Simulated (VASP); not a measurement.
# Na4AlO (P4/mbm) in VASP: notebook

Na4AlO is run at these levels: PBE; tasks: relaxation of cell and atoms.

Program: VASP 6.6.1. These are calculated values, not measurements. Logs are shortened: lines on timing, memory, paths and dates and some standing lists are left out, and cuts for length are marked.

**1. The cell of the first run**

The structure is tetragonal, space group P4/mbm (No. 127). Conventional cell: a = 6.100 Å, b = 6.100 Å, c = 6.500 Å, α = 90.00°, β = 90.00°, γ = 90.00°. Within 2.8 Å of Na (site symmetry 4) lie 1 O at 2.08 Å and 1 Na at 2.34 Å. Within 3.1 Å of Na (site symmetry m2m) lie 2 O at 2.17 Å and 8 Na at 3.01 to 3.07 Å. Within 4.5 Å of Al (site symmetry mmm) lie 16 Na at 3.27 to 4.05 Å and 4 Al at 4.31 Å and 8 O at 4.46 Å. O (site symmetry 4/m) has 6 Na at 2.08 to 2.17 Å within 2.8 Å.

**2. Relaxation of cell and atoms, PBE**

File INCAR:

```
SYSTEM = Na4AlO
PREC = Accurate
ENCUT = 600
EDIFF = 1E-6
ISMEAR = 0
SIGMA = 0.2
LREAL = .FALSE.
LASPH = .TRUE.
NELM = 80
ALGO = Normal
ISIF = 3
LWAVE = .FALSE.
LCHARG = .FALSE.
GGA = PE
IBRION = 2
NSW = 36
EDIFFG = -0.08
```

File KPOINTS:

```
Automatic mesh
0
G
  3 3 3
  0 0 0
```

File POSCAR:

```
Na4AlO
1.0
    6.1000000000      0.0000000000      0.0000000000
    0.0000000000      6.1000000000      0.0000000000
    0.0000000000      0.0000000000      6.5000000000
Na Al O
8 2 2
Direct
    0.5000000000      0.5000000000      0.3200000000
    0.5000000000      0.5000000000      0.6800000000
    0.0000000000      0.0000000000      0.6800000000
    0.0000000000      0.0000000000      0.3200000000
    0.7800000000      0.2800000000      0.0000000000
    0.2200000000      0.7200000000      0.0000000000
    0.2800000000      0.2200000000      0.0000000000
    0.7200000000      0.7800000000      0.0000000000
    0.0000000000      0.5000000000      0.5000000000
    0.5000000000      0.0000000000      0.5000000000
    0.5000000000      0.5000000000      0.0000000000
    0.0000000000      0.0000000000      0.0000000000
```

Potentials or basis: VASP PAW PBE potentials, release 64 (Na_pv, Al, O).

On the command line:

```
cat potpaw_PBE.64/Na_pv/POTCAR potpaw_PBE.64/Al/POTCAR potpaw_PBE.64/O/POTCAR > POTCAR
mpirun -np 1 vasp_std > vasp.out
```

OUTCAR:

```text
SYSTEM = Na4AlO
   PREC = Accurate
   ENCUT = 600
   EDIFF = 1E-6
   ISMEAR = 0
   LREAL = .FALSE.
   LASPH = .TRUE.
   NELM = 80
   ISIF = 3
   GGA = PE
   IBRION = 2
   NSW = 36
   EDIFFG = -0.08

 ion  position               nearest neighbor table
   1  0.500  0.500  0.320-  11 2.08   2 2.34
   2  0.500  0.500  0.680-  11 2.08   1 2.34
   3  0.000  0.000  0.680-  12 2.08   4 2.34
   4  0.000  0.000  0.320-  12 2.08   3 2.34
   5  0.780  0.280  0.000-  11 2.17  12 2.17
   6  0.220  0.720  0.000-  11 2.17  12 2.17
   7  0.280  0.220  0.000-  11 2.17  12 2.17
   8  0.720  0.780  0.000-  11 2.17  12 2.17
   9  0.000  0.500  0.500-
  10  0.500  0.000  0.500-
  11  0.500  0.500  0.000-   1 2.08   2 2.08   5 2.17   6 2.17   7 2.17   8 2.17
  12  0.000  0.000  0.000-   3 2.08   4 2.08   5 2.17   6 2.17   7 2.17   8 2.17

  LATTYP: Found a simple tetragonal cell.
 ALAT       =     6.1000000000
 C/A-ratio  =     1.0655737705

  Lattice vectors:

 A1 = (   6.1000000000,   0.0000000000,   0.0000000000)
 A2 = (   0.0000000000,   6.1000000000,   0.0000000000)
 A3 = (   0.0000000000,   0.0000000000,   6.5000000000)

Analysis of symmetry for initial positions (statically):
=====================================================================
 Subroutine PRICEL returns:
 Original cell was already a primitive cell.

 Routine SETGRP: Setting up the symmetry group for a
 simple tetragonal supercell.

 Subroutine GETGRP returns: Found 16 space group operations
 (whereof  8 operations were pure point group operations)
 out of a pool of 16 trial point group operations.

The static configuration has the point symmetry C_4h.
 The point group associated with its full space group is D_4h.

Analysis of symmetry for dynamics (positions and initial velocities):
=====================================================================
 Subroutine PRICEL returns:
 Original cell was already a primitive cell.

 Routine SETGRP: Setting up the symmetry group for a
 simple tetragonal supercell.

 Subroutine GETGRP returns: Found 16 space group operations
 (whereof  8 operations were pure point group operations)
 out of a pool of 16 trial point group operations.

The dynamic configuration has the point symmetry C_4h.
 The point group associated with its full space group is D_4h.

 Subroutine INISYM returns: Found 16 space group operations
 (whereof  8 operations are pure point group operations),
 and found     1 'primitive' translations

----------------------------------------------------------------------------------------

                                     Primitive cell

  volume of cell :     241.8650

  direct lattice vectors                    reciprocal lattice vectors
     6.100000000  0.000000000  0.000000000     0.163934426  0.000000000  0.000000000
     0.000000000  6.100000000  0.000000000     0.000000000  0.163934426  0.000000000
     0.000000000  0.000000000  6.500000000     0.000000000  0.000000000  0.153846154

  length of vectors
     6.100000000  6.100000000  6.500000000     0.163934426  0.163934426  0.153846154

  position of ions in fractional coordinates (direct lattice)
     0.500000000  0.500000000  0.320000000
     0.500000000  0.500000000  0.680000000
     0.000000000  0.000000000  0.680000000
     0.000000000  0.000000000  0.320000000
     0.780000000  0.280000000  0.000000000
     0.220000000  0.720000000  0.000000000
     0.280000000  0.220000000  0.000000000
     0.720000000  0.780000000  0.000000000
     0.000000000  0.500000000  0.500000000
     0.500000000  0.000000000  0.500000000
     0.500000000  0.500000000  0.000000000
     0.000000000  0.000000000  0.000000000

  ion indices of the primitive-cell ions
   primitive index   ion index
                 1           1
                 2           2
                 3           3
                 4           4
                 5           5
                 6           6
                 7           7
                 8           8
                 9           9
                10          10
                11          11
                12          12

----------------------------------------------------------------------------------------

 KPOINTS: Automatic mesh

Automatic generation of k-mesh.
 Grid dimensions read from file:
 generate k-points for:    3    3    3

 Generating k-lattice:

  Cartesian coordinates                     Fractional coordinates (reciprocal lattice)
     0.054644809  0.000000000  0.000000000     0.333333333  0.000000000  0.000000000
     0.000000000  0.054644809  0.000000000     0.000000000  0.333333333  0.000000000
     0.000000000  0.000000000  0.051282051     0.000000000  0.000000000  0.333333333

  Length of vectors
     0.054644809  0.054644809  0.051282051

  Shift w.r.t. Gamma in fractional coordinates (k-lattice)
     0.000000000  0.000000000  0.000000000

 Subroutine IBZKPT returns following result:
 ===========================================

 Found      6 irreducible k-points:

 Following reciprocal coordinates:
            Coordinates               Weight
  0.000000  0.000000  0.000000      1.000000
  0.333333  0.000000  0.000000      4.000000
  0.333333  0.333333  0.000000      4.000000
  0.000000  0.000000  0.333333      2.000000
  0.333333  0.000000  0.333333      8.000000
  0.333333  0.333333  0.333333      8.000000
   k-points           NKPTS =      6   k-points in BZ     NKDIM =      6   number of bands    NBANDS=     44
   number of dos      NEDOS =    301   number of ions     NIONS =     12
   total plane-waves  NPLWV = 135000
   dimension x,y,z NGX =    50 NGY =   50 NGZ =   54
   dimension x,y,z NGXF=   100 NGYF=  100 NGZF=  108
   ions per type =               8   2   2
   NGX,Y,Z   is equivalent  to a cutoff of  13.63, 13.63, 13.81 a.u.
   NGXF,Y,Z  is equivalent  to a cutoff of  27.25, 27.25, 27.62 a.u.
 SYSTEM =  Na4AlO
   PREC   = accura    normal or accurate (medium, high low for compatibility)
   ISTART =      0    job   : 0-new  1-cont  2-samecut
   ICHARG =      2    charge: 1-file 2-atom 10-const
   ISPIN  =      1    spin polarized calculation?
   LNONCOLLINEAR =      F non collinear calculations
   LSORBIT =      F    spin-orbit coupling
   LASPH  =      T    aspherical Exc in radial PAW
   ENCUT  =  600.0 eV  44.10 Ry    6.64 a.u.  12.18 12.18 12.98*2*pi/ulx,y,z
   NELM   =     80;   NELMIN=  2; NELMDL= -5     # of ELM steps
   EDIFF  = 0.1E-05   stopping-criterion for ELM
   LREAL  =      F    real-space projection
   EDIFFG = -.8E-01   stopping-criterion for IOM
   NSW    =     36    number of steps for IOM
   IBRION =      2    ionic relax: 0-MD 1-quasi-New 2-CG
   NFREE  =      1    steps in history (QN), initial steepest desc. (CG)
   ISIF   =      3    stress and relaxation
   ISYM   =      2    0-nonsym 1-usesym 2-fastsym
   POTIM  = 0.5000    time-step for ionic-motion
   TEBEG  =    0.0;   TEEND  =   0.0 temperature during run
   PSTRESS=    0.0 pullay stress
   NELECT =      74.0000    total number of electrons
   NUPDOWN=      -1.0000    fix difference up-down
   EMIN   =  10.00;   EMAX   =-10.00  energy-range for DOS
   EFERMI =   0.00;   METHOD = LEGACY
   ISMEAR =     0;   SIGMA  =   0.20  broadening in eV -4-tet -1-fermi 0-gaus
   EFERMI_NEDOS =   21; number of points for ismear=-14 and -15
   IALGO  =     38    algorithm
   IMIX   =      4    mixing-type and parameters
     AMIX     =   0.40;   BMIX     =  1.00
     AMIX_MAG =   1.60;   BMIX_MAG =  1.00
  volume/ion in A,a.u.               =      20.16       136.02
  Fermi-wavevector in a.u.,A,eV,Ry     =   1.103133  2.084618 16.556951  1.216902
  Thomas-Fermi vector in A             =   2.239586
   LORBIT       =      0    0 simple, 1 ext, 2 COOP (PROOUT), +10 PAW based schemes
   GGA     = PE    functional components
   LHFCALC =     F    Hartree Fock is set to
   AEXX    =    0.0000 exact exchange contribution
   IVDW    =     0    specifies the selected vdW correction
   LEPSILON=     F    determine dielectric tensor
   LRPA    =     F    only Hartree local field effects (RPA)
 conjugate gradient relaxation of ions
 non-spin polarized calculation
 Gauss-broadening in eV      SIGMA  =   0.20
  energy-cutoff  :      600.00
  volume of cell :      241.86
 maximum number of plane-waves:      8092
 NGX is ok and might be reduce to    50
   NGX = 25   NGY = 25   NGZ = 25

--------------------------------------- Ionic step        1  -------------------------------------------

 number of electron      74.0000056 magnetization

 Free energy of the ion-electron system (eV)
  ---------------------------------------------------
  ext. energy  EPLUGINS =         0.00000000
  ---------------------------------------------------
  free energy    TOTEN  =       -31.50931617 eV

  energy without entropy =      -31.39706887  energy(sigma->0) =      -31.45319252

------------------------ aborting loop because EDIFF is reached ----------------------------------------

  FORCE on cell =-STRESS in cart. coord.  units (eV):
  Direction    XX          YY          ZZ          XY          YZ          ZX
  --------------------------------------------------------------------------------------
  -------------------------------------------------------------------------------------
  Total        5.9842497      5.9842497     15.1601275      0.0000000      0.0000000      0.0000000
  in kB       39.6412430     39.6412430    100.4246693      0.0000000      0.0000000      0.0000000
  external PRESSURE =      59.9023851 kB  Pullay stress =       0.0000000 kB
[... 215 lines left out ...]
  energy  without entropy=      -32.5024724461  energy(sigma->0) =      -32.56245403

--------------------------------------- Ionic step        6  -------------------------------------------

 number of electron      73.9999997 magnetization

 Free energy of the ion-electron system (eV)
  ---------------------------------------------------
  ext. energy  EPLUGINS =         0.00000000
  ---------------------------------------------------
  free energy    TOTEN  =       -32.72592248 eV

  energy without entropy =      -32.58671352  energy(sigma->0) =      -32.65631800

 E-fermi :   1.1967     XC(G=0):  -7.5095

 val. band max:        1.1237505671   @ k =   0.3333   0.0000   0.0000
 cond. band min:       1.2635082050   @ k =   0.3333   0.0000   0.3333
 fundamental gap:      0.1397576379
 Fermi energy:         1.1967326127

 k-point     1 :       0.0000    0.0000    0.0000
  band No.  band energies     occupation
      1     -22.8251      2.00000
      2     -22.8175      2.00000
      3     -22.7971      2.00000
      4     -22.7971      2.00000
      5     -22.7961      2.00000
      6     -22.7961      2.00000
[... 310 lines left out ...]
  FREE ENERGIE OF THE ION-ELECTRON SYSTEM (eV)
  ---------------------------------------------------
  free  energy   TOTEN  =       -32.7259224827 eV

  energy  without entropy=      -32.5867135182  energy(sigma->0) =      -32.65631800

 reached required accuracy - stopping structural energy minimisation
```

Run time: 4.2 min. Hardware: 1 thread of Intel Xeon Platinum 8488C (Sapphire Rapids), shared host; peak memory 0.41 GiB.

Results:

```yaml
Free_energy: -32.7259 eV
Relaxed_volume: 24.53 Å³/atom
Relaxed_cell: a = 6.247 Å, b = 6.247 Å, c = 7.543 Å, α = 90.00°, β = 90.00°, γ = 90.00°
Space_group_after_relaxing_to_0.1_Å: P4/mbm (No. 127)
Energy_gained_by_relaxing: 101.4 meV/atom
Ionic_steps: 6
Pressure_after_relaxing: 0.1 GPa
Largest_force_after_relaxing: 0.065 eV/Å
Band_gap_on_the_k_mesh: 0.14 eV (least direct gap 0.18 eV)
```

Forces in eV/Å, atoms in the order of the input:
```
Na   0.000  0.000 -0.065
Na   0.000  0.000  0.065
Na   0.000  0.000  0.065
Na   0.000  0.000 -0.065
Na   0.043  0.043  0.000
Na  -0.043 -0.043  0.000
Na   0.043 -0.043  0.000
Na  -0.043  0.043  0.000
Al   0.000  0.000  0.000
Al   0.000  0.000  0.000
O    0.000  0.000  0.000
O    0.000  0.000  0.000
```

Step by step:
```csv
step,energy change (eV),largest force (eV/Å),pressure (GPa),volume (Å³)
1,0.0000,0.1350,5.99,241.86
2,-0.8104,0.4513,1.90,269.10
3,-0.9912,0.5844,0.12,287.96
4,-1.0035,0.6115,-0.39,294.41
5,-1.1131,0.4105,-0.25,294.47
6,-1.2166,0.0646,0.13,294.37
```

Final structure:
```
Na Al O
1.0
     6.24710    0.00000    0.00000
     0.00000    6.24710    0.00000
     0.00000    0.00000    7.54277
Na Al O
8 2 2
Direct
  0.50000 0.50000 0.30490
  0.50000 0.50000 0.69510
  0.00000 0.00000 0.69510
  0.00000 0.00000 0.30490
  0.78184 0.28184 0.00000
  0.21816 0.71816 0.00000
  0.28184 0.21816 0.00000
  0.71816 0.78184 0.00000
  0.00000 0.50000 0.50000
  0.50000 0.00000 0.50000
  0.50000 0.50000 0.00000
  0.00000 0.00000 0.00000
```

Caveat: the volume moved by over 15 % at a fixed basis, so the end points are rough; the relaxation stopped at a loose force limit of 0.08 eV/Å, so its end isn't a converged minimum. A k mesh can miss the band edges.

[end of part 1 of 2]
